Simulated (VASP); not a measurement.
# TaTi3 (I4/mmm) in VASP: single point with LDA

Aim: the single point of TaTi3 with LDA.

Program: VASP 6.6.1. These are calculated values, not measurements. Logs are shortened: lines on timing, memory, paths and dates and some standing lists are left out, and cuts for length are marked.

## Step 1: The cell of the first run

Symmetry: I4/mmm, No. 139, tetragonal system. The conventional cell has a = 3.996 Å, b = 3.996 Å, c = 8.796 Å, α = 90.00°, β = 90.00°, γ = 90.00°. Within 3.7 Å of Ta (site symmetry 4/mmm) lie 12 Ti at 2.83 to 2.97 Å. Within 3.7 Å of Ti (site symmetry 4/mmm) lie 4 Ta at 2.83 Å and 8 Ti at 2.97 Å. Within 3.7 Å of Ti (site symmetry -4m2) lie 8 Ti at 2.83 to 2.97 Å and 4 Ta at 2.97 Å.

## Step 2: Single point, LDA

Contents of INCAR:

```
ALGO = Fast
EDIFF = 1E-6
ENCUT = 520
GGA = CA
ISIF = 2
ISMEAR = -1
LASPH = T
LCHARG = T
LELF = T
LREAL = F
LVHAR = T
LWAVE = F
NBANDS = 32
NELM = 60
PREC = Accurate
SIGMA = 0.05
```

Contents of KPOINTS:

```
k-points
0
Gamma
  9 9 9
```

Contents of POSCAR:

```
TaTi3
1.0
   -1.9978650000      1.9978650000      4.3979630000
    1.9978650000     -1.9978650000      4.3979630000
    1.9978650000      1.9978650000     -4.3979630000
Ta Ti
1 3
Direct
    0.0000000000      0.0000000000      0.0000000000
    0.5000000000      0.5000000000      0.0000000000
    0.2500000000      0.7500000000      0.5000000000
    0.7500000000      0.2500000000      0.5000000000
```

Potentials or basis: VASP PAW LDA potentials, release 64 (Ta_pv, Ti_sv).

Launch:

```sh
$ cat potpaw_LDA.64/Ta_pv/POTCAR potpaw_LDA.64/Ti_sv/POTCAR > POTCAR
$ mpirun -np 1 vasp_std > vasp.out
```

OUTCAR:

```text
EDIFF = 1E-6
   ENCUT = 520
   GGA = CA
   ISIF = 2
   ISMEAR = -1
   LASPH = T
   LREAL = F
   NELM = 60
   PREC = Accurate

 ion  position               nearest neighbor table
   1  0.000  0.000  0.000-   2 2.83   2 2.83   2 2.83   2 2.83   4 2.97   3 2.97   4 2.97   3 2.97
                             4 2.97   4 2.97   3 2.97   3 2.97
   2  0.500  0.500  0.000-   1 2.83   1 2.83   1 2.83   1 2.83
   3  0.250  0.750  0.500-   4 2.83   4 2.83   4 2.83   4 2.83   1 2.97   1 2.97   1 2.97   1 2.97

   4  0.750  0.250  0.500-   3 2.83   3 2.83   3 2.83   3 2.83   1 2.97   1 2.97   1 2.97   1 2.97

  LATTYP: Found a body centered tetragonal cell.
 ALAT       =     3.9957300000
 C/A-ratio  =     2.2013314213

  Lattice vectors:

 A1 = (  -1.9978650000,   1.9978650000,   4.3979630000)
 A2 = (   1.9978650000,  -1.9978650000,   4.3979630000)
 A3 = (   1.9978650000,   1.9978650000,  -4.3979630000)

Analysis of symmetry for initial positions (statically):
=====================================================================
 Subroutine PRICEL returns:
 Original cell was already a primitive cell.

 Routine SETGRP: Setting up the symmetry group for a
 body centered tetragonal supercell.

 Subroutine GETGRP returns: Found 16 space group operations
 (whereof 16 operations were pure point group operations)
 out of a pool of 16 trial point group operations.

The static configuration has the point symmetry D_4h.

Analysis of symmetry for dynamics (positions and initial velocities):
=====================================================================
 Subroutine PRICEL returns:
 Original cell was already a primitive cell.

 Routine SETGRP: Setting up the symmetry group for a
 body centered tetragonal supercell.

 Subroutine GETGRP returns: Found 16 space group operations
 (whereof 16 operations were pure point group operations)
 out of a pool of 16 trial point group operations.

The dynamic configuration has the point symmetry D_4h.

 Subroutine INISYM returns: Found 16 space group operations
 (whereof 16 operations are pure point group operations),
 and found     1 'primitive' translations

----------------------------------------------------------------------------------------

                                     Primitive cell

  volume of cell :      70.2173

  direct lattice vectors                    reciprocal lattice vectors
    -1.997865000  1.997865000  4.397963000     0.000000000  0.250267160  0.113688996
     1.997865000 -1.997865000  4.397963000     0.250267160  0.000000000  0.113688996
     1.997865000  1.997865000 -4.397963000     0.250267160  0.250267160  0.000000000

  length of vectors
     5.227332749  5.227332749  5.227332749     0.274879682  0.274879682  0.353931212

  position of ions in fractional coordinates (direct lattice)
     0.000000000  0.000000000  0.000000000
     0.500000000  0.500000000  0.000000000
     0.250000000  0.750000000  0.500000000
     0.750000000  0.250000000  0.500000000

  ion indices of the primitive-cell ions
   primitive index   ion index
                 1           1
                 2           2
                 3           3
                 4           4

----------------------------------------------------------------------------------------

 KPOINTS: k-points

Automatic generation of k-mesh.
 Grid dimensions read from file:
 generate k-points for:    9    9    9

 Generating k-lattice:

  Cartesian coordinates                     Fractional coordinates (reciprocal lattice)
     0.000000000  0.027807462  0.012632111     0.111111111 -0.000000000  0.000000000
     0.027807462  0.000000000  0.012632111    -0.000000000  0.111111111  0.000000000
     0.027807462  0.027807462  0.000000000     0.000000000  0.000000000  0.111111111

  Length of vectors
     0.030542187  0.030542187  0.039325690

  Shift w.r.t. Gamma in fractional coordinates (k-lattice)
     0.000000000  0.000000000  0.000000000

 Subroutine IBZKPT returns following result:
 ===========================================

 Found     75 irreducible k-points:

 Following reciprocal coordinates:
            Coordinates               Weight
  0.000000  0.000000  0.000000      1.000000
  0.111111  0.000000 -0.000000      8.000000
  0.222222  0.000000  0.000000      8.000000
  0.333333  0.000000  0.000000      8.000000
  0.444444  0.000000  0.000000      8.000000
  0.111111  0.111111 -0.000000      8.000000
[... 16 lines left out ...]
 -0.333333  0.333333  0.000000      4.000000
  0.444444  0.444444  0.000000      8.000000
 [... further k-points ...]
   k-points           NKPTS =     75   k-points in BZ     NKDIM =     75   number of bands    NBANDS=     32
   number of dos      NEDOS =    301   number of ions     NIONS =      4
   total plane-waves  NPLWV =  64000
   dimension x,y,z NGX =    40 NGY =   40 NGZ =   40
   dimension x,y,z NGXF=    80 NGYF=   80 NGZF=   80
   ions per type =               1   3
   NGX,Y,Z   is equivalent  to a cutoff of  12.72, 12.72, 12.72 a.u.
   NGXF,Y,Z  is equivalent  to a cutoff of  25.44, 25.44, 25.44 a.u.
 SYSTEM =  unknown system
   PREC   = accura    normal or accurate (medium, high low for compatibility)
   ISTART =      0    job   : 0-new  1-cont  2-samecut
   ICHARG =      2    charge: 1-file 2-atom 10-const
   ISPIN  =      1    spin polarized calculation?
   LNONCOLLINEAR =      F non collinear calculations
   LSORBIT =      F    spin-orbit coupling
   LASPH  =      T    aspherical Exc in radial PAW
   ENCUT  =  520.0 eV  38.22 Ry    6.18 a.u.   9.72  9.72  9.72*2*pi/ulx,y,z
   NELM   =     60;   NELMIN=  2; NELMDL= -5     # of ELM steps
   EDIFF  = 0.1E-05   stopping-criterion for ELM
   LREAL  =      F    real-space projection
   EDIFFG = 0.1E-04   stopping-criterion for IOM
   NSW    =      0    number of steps for IOM
   IBRION =     -1    ionic relax: 0-MD 1-quasi-New 2-CG
   NFREE  =      0    steps in history (QN), initial steepest desc. (CG)
   ISIF   =      2    stress and relaxation
   ISYM   =      2    0-nonsym 1-usesym 2-fastsym
   POTIM  = 0.5000    time-step for ionic-motion
   TEBEG  =    0.0;   TEEND  =   0.0 temperature during run
   PSTRESS=    0.0 pullay stress
   NELECT =      47.0000    total number of electrons
   NUPDOWN=      -1.0000    fix difference up-down
   EMIN   =  10.00;   EMAX   =-10.00  energy-range for DOS
   EFERMI =   0.00;   METHOD = LEGACY
   ISMEAR =    -1;   SIGMA  =   0.05  broadening in eV -4-tet -1-fermi 0-gaus
   EFERMI_NEDOS =   21; number of points for ismear=-14 and -15
   IALGO  =     68    algorithm
   IMIX   =      4    mixing-type and parameters
     AMIX     =   0.40;   BMIX     =  1.00
     AMIX_MAG =   1.60;   BMIX_MAG =  1.00
  volume/ion in A,a.u.               =      17.55       118.46
  Fermi-wavevector in a.u.,A,eV,Ry     =   1.432054  2.706190 27.902552  2.050780
  Thomas-Fermi vector in A             =   2.551724
   LORBIT       =      0    0 simple, 1 ext, 2 COOP (PROOUT), +10 PAW based schemes
   GGA     = CA    functional components
   LHFCALC =     F    Hartree Fock is set to
   AEXX    =    0.0000 exact exchange contribution
   IVDW    =     0    specifies the selected vdW correction
   LEPSILON=     F    determine dielectric tensor
   LRPA    =     F    only Hartree local field effects (RPA)
 non-spin polarized calculation
 RMM-DIIS sequential band-by-band and
  energy-cutoff  :      520.00
  volume of cell :       70.22
 maximum number of plane-waves:      1925
   NGX = 19   NGY = 19   NGZ = 19

 number of electron      46.9999995 magnetization

 Free energy of the ion-electron system (eV)
  ---------------------------------------------------
  ext. energy  EPLUGINS =         0.00000000
  ---------------------------------------------------
  free energy    TOTEN  =       -37.99861779 eV

  energy without entropy =      -37.94019733  energy(sigma->0) =      -37.96940756

 E-fermi :   7.3585     XC(G=0): -12.0491

 val. band max:        7.3517616568   @ k =   0.2222   0.2222   0.1111
 cond. band min:       7.3610730366   @ k =  -0.2222  -0.2222   0.1111
 fundamental gap:      0.0093113798
 Fermi energy:         7.3585041168

 k-point     1 :       0.0000    0.0000    0.0000
  band No.  band energies     occupation
      1     -48.6277      2.00000
      2     -48.4931      2.00000
      3     -48.4737      2.00000
      4     -26.4733      2.00000
      5     -26.4733      2.00000
      6     -26.4434      2.00000
[... 24 lines left out ...]
     31       9.6513      0.00000
     32      10.3507      0.00000

 k-point     2 :       0.1111    0.0000   -0.0000
  band No.  band energies     occupation
      1     -48.6232      2.00000
      2     -48.4966      2.00000
      3     -48.4746      2.00000
      4     -26.4723      2.00000
      5     -26.4677      2.00000
      6     -26.4386      2.00000
[... 24 lines left out ...]
     31       9.7898      0.00000
     32      10.2677      0.00000

 k-point     3 :       0.2222    0.0000    0.0000
  band No.  band energies     occupation
      1     -48.6105      2.00000
      2     -48.5070      2.00000
      3     -48.4769      2.00000
      4     -26.4689      2.00000
      5     -26.4532      2.00000
      6     -26.4263      2.00000
[... 24 lines left out ...]
     31       9.9693      0.00000
     32      10.1485      0.00000

 k-point     4 :       0.3333    0.0000    0.0000
  band No.  band energies     occupation
      1     -48.5913      2.00000
      2     -48.5233      2.00000
      3     -48.4796      2.00000
      4     -26.4636      2.00000
      5     -26.4361      2.00000
      6     -26.4116      2.00000
[... 24 lines left out ...]
     31       9.7589      0.00000
     32      10.2456      0.00000

 k-point     5 :       0.4444    0.0000    0.0000
  band No.  band energies     occupation
      1     -48.5688      2.00000
      2     -48.5439      2.00000
      3     -48.4814      2.00000
      4     -26.4593      2.00000
      5     -26.4246      2.00000
      6     -26.4013      2.00000
[... 584 lines left out ...]
     31       9.3346      0.00000
     32      10.1891      0.00000

 k-point    22 :      -0.4444    0.3333   -0.0000
  band No.  band energies     occupation
      1     -48.5604      2.00000
      2     -48.5464      2.00000
      3     -48.4855      2.00000
      4     -26.5464      2.00000
      5     -26.4908      2.00000
      6     -26.4157      2.00000
[... 24 lines left out ...]
     31       9.4379      0.00000
     32       9.7155      0.00000

 k-point    23 :      -0.3333    0.3333    0.0000
  band No.  band energies     occupation
      1     -48.5734      2.00000
      2     -48.5369      2.00000
      3     -48.4825      2.00000
      4     -26.5443      2.00000
      5     -26.4602      2.00000
      6     -26.4195      2.00000
[... 24 lines left out ...]
     31       9.3577      0.00000
     32       9.7715      0.00000

 k-point    24 :       0.4444    0.4444    0.0000
  band No.  band energies     occupation
      1     -48.5532      2.00000
      2     -48.5498      2.00000
      3     -48.4888      2.00000
      4     -26.5570      2.00000
      5     -26.5239      2.00000
      6     -26.4151      2.00000
[... 24 lines left out ...]
     31       9.3264      0.00000
     32       9.9786      0.00000

 [... further k-points ...]
[... 5 lines left out ...]
  --------------------------------------------------------------------------------------
  -------------------------------------------------------------------------------------
  Total       -3.9768000     -3.9768000     -4.0642239      0.0000000      0.0000000      0.0000000
  in kB      -90.7403584    -90.7403584    -92.7351477      0.0000000      0.0000000      0.0000000
  external PRESSURE =     -91.4052882 kB  Pullay stress =       0.0000000 kB

 VOLUME and BASIS-vectors are now :
 -----------------------------------------------------------------------------
  energy-cutoff  :      520.00
  volume of cell :       70.22
      direct lattice vectors                 reciprocal lattice vectors
    -1.997865000  1.997865000  4.397963000     0.000000000  0.250267160  0.113688996
     1.997865000 -1.997865000  4.397963000     0.250267160  0.000000000  0.113688996
     1.997865000  1.997865000 -4.397963000     0.250267160  0.250267160  0.000000000

 POSITION                                       TOTAL-FORCE (eV/Angst)
 -----------------------------------------------------------------------------------
      0.00000      0.00000      0.00000        -0.000000     -0.000000     -0.000000
      0.00000      0.00000      4.39796        -0.000000     -0.000000     -0.000000
      1.99787      0.00000      2.19898        -0.000000      0.000000      0.000000
      0.00000      1.99787      2.19898         0.000000     -0.000000      0.000000
 -----------------------------------------------------------------------------------
    total drift:                               -0.000000     -0.000000      0.000000

  FREE ENERGIE OF THE ION-ELECTRON SYSTEM (eV)
  ---------------------------------------------------
  free  energy   TOTEN  =       -37.9986177925 eV

  energy  without entropy=      -37.9401973261  energy(sigma->0) =      -37.96940756
```

Run time: 18 min. Hardware: 1 thread of Intel Xeon 8259CL, shared host; peak memory 0.3 GiB.

Results:

| Quantity | Value |
| --- | --- |
| Free energy | -37.9986 eV |
| Pressure | -9.1 GPa |
| Band gap on the k mesh | zero (an odd number of electrons rules out a gap without spin polarisation) |

Levels at points of the mesh, in eV from the Fermi level:
| k point | band 20 | band 21 | band 22 | band 23 | band 24 | band 25 | band 26 | band 27 | band 28 | band 29 |
| --- | --- | --- | --- | --- | --- | --- | --- | --- | --- | --- |
| (0.00, 0.00, 0.00) | -1.73 | -0.66 | -0.66 | -0.25 | -0.25 | 0.23 | 1.13 | 1.13 | 1.85 | 1.91 |

Caveat: the cell stands under tension; spin-orbit coupling is left out, which moves the levels of the heavy elements.
